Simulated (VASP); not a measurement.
# In3Se (Pm-3m) in VASP: a series of runs

In3Se is run at these levels: PBE; tasks: single point.

All numbers are computed with VASP 6.6.1; they aren't measurements. Logs are shortened: lines on timing, memory, paths and dates and some standing lists are left out, and cuts for length are marked.

## Step 1: The cell of the first run

It takes space group Pm-3m (No. 221, cubic). Conventional cell: a = 4.806 Å, b = 4.806 Å, c = 4.806 Å, α = 90.00°, β = 90.00°, γ = 90.00°. Within 4.5 Å of In (site symmetry 4/mmm) lie 8 In at 3.40 Å and 4 Se at 3.40 Å. Se (site symmetry m-3m) has 12 In at 3.40 Å within 4.5 Å.

The cell was built from a structure type or drawn by symmetry, and may not be a known phase.

## Step 2: Single point, PBE

INCAR reads:

```
  PREC = Accurate
  ENCUT = 520
  EDIFF = 1E-6
  ISMEAR = 0
  SIGMA = 0.1
  LREAL = False
  LASPH = True
  NELM = 80
  ALGO = Normal
  ISIF = 2
  LWAVE = False
  LCHARG = True
  GGA = PE
  LELF = True
  LVHAR = True
  NBANDS = 30
```

KPOINTS reads:

```
Automatic mesh
0
Gamma
  4 4 4
```

POSCAR reads:

```
In3Se
1.0
    4.8060661956      0.0000000000      0.0000000000
    0.0000000000      4.8060661956      0.0000000000
    0.0000000000      0.0000000000      4.8060661956
In Se
3 1
Direct
    0.0000000000      0.5000000000      0.5000000000
    0.5000000000      0.0000000000      0.5000000000
    0.5000000000      0.5000000000      0.0000000000
    0.0000000000      0.0000000000      0.0000000000
```

Potentials or basis: VASP PAW PBE potentials, release 64 (In_d, Se).

Launch:

```sh
$ cat potpaw_PBE.64/In_d/POTCAR potpaw_PBE.64/Se/POTCAR > POTCAR
$ mpirun -np 1 vasp_std > vasp.out
```

OUTCAR:

```text
PREC = Accurate
   ENCUT = 520
   EDIFF = 1E-6
   ISMEAR = 0
   LREAL = False
   LASPH = True
   NELM = 80
   ISIF = 2
   GGA = PE

 ion  position               nearest neighbor table
   1  0.000  0.500  0.500-   2 3.40   3 3.40   4 3.40   3 3.40   4 3.40   2 3.40   4 3.40   4 3.40
                             2 3.40   3 3.40   3 3.40   2 3.40
   2  0.500  0.000  0.500-   1 3.40   3 3.40   4 3.40   3 3.40   4 3.40   1 3.40   3 3.40   3 3.40
                             1 3.40   4 3.40   4 3.40   1 3.40
   3  0.500  0.500  0.000-   1 3.40   2 3.40   4 3.40   1 3.40   2 3.40   2 3.40   4 3.40   2 3.40
                             1 3.40   4 3.40   1 3.40   4 3.40
   4  0.000  0.000  0.000-   1 3.40   2 3.40   3 3.40   1 3.40   2 3.40   1 3.40   3 3.40   1 3.40
                             2 3.40   3 3.40   2 3.40   3 3.40

  LATTYP: Found a simple cubic cell.
 ALAT       =     4.8060661956

  Lattice vectors:

 A1 = (   4.8060661956,   0.0000000000,   0.0000000000)
 A2 = (   0.0000000000,   4.8060661956,   0.0000000000)
 A3 = (   0.0000000000,   0.0000000000,   4.8060661956)

Analysis of symmetry for initial positions (statically):
=====================================================================
 Subroutine PRICEL returns:
 Original cell was already a primitive cell.

 Routine SETGRP: Setting up the symmetry group for a
 simple cubic supercell.

 Subroutine GETGRP returns: Found 48 space group operations
 (whereof 48 operations were pure point group operations)
 out of a pool of 48 trial point group operations.

The static configuration has the point symmetry O_h .

Analysis of symmetry for dynamics (positions and initial velocities):
=====================================================================
 Subroutine PRICEL returns:
 Original cell was already a primitive cell.

 Routine SETGRP: Setting up the symmetry group for a
 simple cubic supercell.

 Subroutine GETGRP returns: Found 48 space group operations
 (whereof 48 operations were pure point group operations)
 out of a pool of 48 trial point group operations.

The dynamic configuration has the point symmetry O_h .

 Subroutine INISYM returns: Found 48 space group operations
 (whereof 48 operations are pure point group operations),
 and found     1 'primitive' translations

----------------------------------------------------------------------------------------

                                     Primitive cell

  volume of cell :     111.0118

  direct lattice vectors                    reciprocal lattice vectors
     4.806066196  0.000000000  0.000000000     0.208070376  0.000000000  0.000000000
     0.000000000  4.806066196  0.000000000     0.000000000  0.208070376  0.000000000
     0.000000000  0.000000000  4.806066196     0.000000000  0.000000000  0.208070376

  length of vectors
     4.806066196  4.806066196  4.806066196     0.208070376  0.208070376  0.208070376

  position of ions in fractional coordinates (direct lattice)
     0.000000000  0.500000000  0.500000000
     0.500000000  0.000000000  0.500000000
     0.500000000  0.500000000  0.000000000
     0.000000000  0.000000000  0.000000000

  ion indices of the primitive-cell ions
   primitive index   ion index
                 1           1
                 2           2
                 3           3
                 4           4

----------------------------------------------------------------------------------------

 KPOINTS: Automatic mesh

Automatic generation of k-mesh.
 Grid dimensions read from file:
 generate k-points for:    4    4    4

 Generating k-lattice:

  Cartesian coordinates                     Fractional coordinates (reciprocal lattice)
     0.052017594  0.000000000  0.000000000     0.250000000  0.000000000  0.000000000
     0.000000000  0.052017594  0.000000000     0.000000000  0.250000000  0.000000000
     0.000000000  0.000000000  0.052017594     0.000000000  0.000000000  0.250000000

  Length of vectors
     0.052017594  0.052017594  0.052017594

  Shift w.r.t. Gamma in fractional coordinates (k-lattice)
     0.000000000  0.000000000  0.000000000

 Subroutine IBZKPT returns following result:
 ===========================================

 Found     10 irreducible k-points:

 Following reciprocal coordinates:
            Coordinates               Weight
  0.000000  0.000000  0.000000      1.000000
  0.250000  0.000000  0.000000      6.000000
  0.500000  0.000000  0.000000      3.000000
  0.250000  0.250000  0.000000     12.000000
  0.500000  0.250000  0.000000     12.000000
  0.500000  0.500000  0.000000      3.000000
  0.250000  0.250000  0.250000      8.000000
  0.500000  0.250000  0.250000     12.000000
  0.500000  0.500000  0.250000      6.000000
  0.500000  0.500000  0.500000      1.000000
   k-points           NKPTS =     10   k-points in BZ     NKDIM =     10   number of bands    NBANDS=     30
   number of dos      NEDOS =    301   number of ions     NIONS =      4
   total plane-waves  NPLWV =  46656
   dimension x,y,z NGX =    36 NGY =   36 NGZ =   36
   dimension x,y,z NGXF=    72 NGYF=   72 NGZF=   72
   ions per type =               3   1
   NGX,Y,Z   is equivalent  to a cutoff of  12.45, 12.45, 12.45 a.u.
   NGXF,Y,Z  is equivalent  to a cutoff of  24.91, 24.91, 24.91 a.u.
 SYSTEM =  unknown system
   PREC   = accura    normal or accurate (medium, high low for compatibility)
   ISTART =      0    job   : 0-new  1-cont  2-samecut
   ICHARG =      2    charge: 1-file 2-atom 10-const
   ISPIN  =      1    spin polarized calculation?
   LNONCOLLINEAR =      F non collinear calculations
   LSORBIT =      F    spin-orbit coupling
   LASPH  =      T    aspherical Exc in radial PAW
   ENCUT  =  520.0 eV  38.22 Ry    6.18 a.u.   8.94  8.94  8.94*2*pi/ulx,y,z
   NELM   =     80;   NELMIN=  2; NELMDL= -5     # of ELM steps
   EDIFF  = 0.1E-05   stopping-criterion for ELM
   LREAL  =      F    real-space projection
   EDIFFG = 0.1E-04   stopping-criterion for IOM
   NSW    =      0    number of steps for IOM
   IBRION =     -1    ionic relax: 0-MD 1-quasi-New 2-CG
   NFREE  =      0    steps in history (QN), initial steepest desc. (CG)
   ISIF   =      2    stress and relaxation
   ISYM   =      2    0-nonsym 1-usesym 2-fastsym
   POTIM  = 0.5000    time-step for ionic-motion
   TEBEG  =    0.0;   TEEND  =   0.0 temperature during run
   PSTRESS=    0.0 pullay stress
   NELECT =      45.0000    total number of electrons
   NUPDOWN=      -1.0000    fix difference up-down
   EMIN   =  10.00;   EMAX   =-10.00  energy-range for DOS
   EFERMI =   0.00;   METHOD = LEGACY
   ISMEAR =     0;   SIGMA  =   0.10  broadening in eV -4-tet -1-fermi 0-gaus
   EFERMI_NEDOS =   21; number of points for ismear=-14 and -15
   IALGO  =     38    algorithm
   IMIX   =      4    mixing-type and parameters
     AMIX     =   0.40;   BMIX     =  1.00
     AMIX_MAG =   1.60;   BMIX_MAG =  1.00
  volume/ion in A,a.u.               =      27.75       187.29
  Fermi-wavevector in a.u.,A,eV,Ry     =   1.211591  2.289574 19.972699  1.467952
  Thomas-Fermi vector in A             =   2.347101
   LORBIT       =      0    0 simple, 1 ext, 2 COOP (PROOUT), +10 PAW based schemes
   GGA     = PE    functional components
   LHFCALC =     F    Hartree Fock is set to
   AEXX    =    0.0000 exact exchange contribution
   IVDW    =     0    specifies the selected vdW correction
   LEPSILON=     F    determine dielectric tensor
   LRPA    =     F    only Hartree local field effects (RPA)
 non-spin polarized calculation
 Gauss-broadening in eV      SIGMA  =   0.10
  energy-cutoff  :      520.00
  volume of cell :      111.01
 maximum number of plane-waves:      3016
 NGX is ok and might be reduce to    36
   NGX = 17   NGY = 17   NGZ = 17

 number of electron      45.0000022 magnetization

 Free energy of the ion-electron system (eV)
  ---------------------------------------------------
  ext. energy  EPLUGINS =         0.00000000
  ---------------------------------------------------
  free energy    TOTEN  =       -11.64606334 eV

  energy without entropy =      -11.63603145  energy(sigma->0) =      -11.64104740

 E-fermi :   6.0090     XC(G=0):  -9.7302

 val. band max:        5.9771856598   @ k =   0.5000   0.2500   0.2500
 cond. band min:       6.3081174961   @ k =   0.2500   0.2500   0.0000
 fundamental gap:      0.3309318363
 Fermi energy:         6.0089965805

 k-point     1 :       0.0000    0.0000    0.0000
  band No.  band energies     occupation
      1      -8.8533      2.00000
      2      -8.8524      2.00000
      3      -8.8524      2.00000
      4      -8.8524      2.00000
      5      -8.7362      2.00000
      6      -8.7362      2.00000
[... 22 lines left out ...]
     29      11.2122      0.00000
     30      12.8121      0.00000

 k-point     2 :       0.2500    0.0000    0.0000
  band No.  band energies     occupation
      1      -8.8440      2.00000
      2      -8.8056      2.00000
      3      -8.7992      2.00000
      4      -8.7992      2.00000
      5      -8.7301      2.00000
      6      -8.7028      2.00000
[... 22 lines left out ...]
     29      12.4680      0.00000
     30      12.5160      0.00000

 k-point     3 :       0.5000    0.0000    0.0000
  band No.  band energies     occupation
      1      -8.8348      2.00000
      2      -8.7417      2.00000
      3      -8.7096      2.00000
      4      -8.6874      2.00000
      5      -8.6874      2.00000
      6      -8.6516      2.00000
[... 22 lines left out ...]
     29      10.2085      0.00000
     30      11.7605      0.00000

 k-point     4 :       0.2500    0.2500    0.0000
  band No.  band energies     occupation
      1      -8.8066      2.00000
      2      -8.7966      2.00000
      3      -8.7761      2.00000
      4      -8.7483      2.00000
      5      -8.7141      2.00000
      6      -8.6758      2.00000
[... 154 lines left out ...]
     29      11.8006      0.00000
     30      12.0508      0.00000

 k-point     9 :       0.5000    0.5000    0.2500
  band No.  band energies     occupation
      1      -8.7949      2.00000
      2      -8.7520      2.00000
      3      -8.7520      2.00000
      4      -8.7403      2.00000
      5      -8.7158      2.00000
      6      -8.7158      2.00000
[... 22 lines left out ...]
     29      12.0314      0.00000
     30      13.6456      0.00000

 k-point    10 :       0.5000    0.5000    0.5000
  band No.  band energies     occupation
      1      -8.8486      2.00000
      2      -8.7633      2.00000
      3      -8.7633      2.00000
      4      -8.7633      2.00000
      5      -8.7398      2.00000
      6      -8.7398      2.00000
[... 22 lines left out ...]
     29      13.8890      0.00000
     30      14.2494      0.00000

------------------------ aborting loop because EDIFF is reached ----------------------------------------

  FORCE on cell =-STRESS in cart. coord.  units (eV):
  Direction    XX          YY          ZZ          XY          YZ          ZX
  --------------------------------------------------------------------------------------
  -------------------------------------------------------------------------------------
  Total       -0.1449016     -0.1449016     -0.1449016      0.0000000     -0.0000000     -0.0000000
  in kB       -2.0912912     -2.0912912     -2.0912912      0.0000000     -0.0000000     -0.0000000
  external PRESSURE =      -2.0912912 kB  Pullay stress =       0.0000000 kB

 VOLUME and BASIS-vectors are now :
 -----------------------------------------------------------------------------
  energy-cutoff  :      520.00
  volume of cell :      111.01
      direct lattice vectors                 reciprocal lattice vectors
     4.806066196  0.000000000  0.000000000     0.208070376  0.000000000  0.000000000
     0.000000000  4.806066196  0.000000000     0.000000000  0.208070376  0.000000000
     0.000000000  0.000000000  4.806066196     0.000000000  0.000000000  0.208070376

 POSITION                                       TOTAL-FORCE (eV/Angst)
 -----------------------------------------------------------------------------------
      0.00000      2.40303      2.40303         0.000000      0.000000      0.000000
      2.40303      0.00000      2.40303         0.000000      0.000000      0.000000
      2.40303      2.40303      0.00000         0.000000      0.000000      0.000000
      0.00000      0.00000      0.00000         0.000000      0.000000      0.000000
 -----------------------------------------------------------------------------------
    total drift:                                0.000000      0.000000      0.000000

  FREE ENERGIE OF THE ION-ELECTRON SYSTEM (eV)
  ---------------------------------------------------
  free  energy   TOTEN  =       -11.6460633393 eV

  energy  without entropy=      -11.6360314533  energy(sigma->0) =      -11.64104740
```

Run time: 44 s. Hardware: 1 thread of AMD EPYC 7R43 (Zen 3), shared host; peak memory 0.17 GiB.

What came out:

```
Free energy            : -11.6461 eV
Pressure               : -0.2 GPa
Band gap on the k mesh : zero (an odd number of electrons rules out a gap without spin polarisation)
```

Caveat: spin-orbit coupling is left out, which moves the levels of the heavy elements.

[end of part 1 of 2]
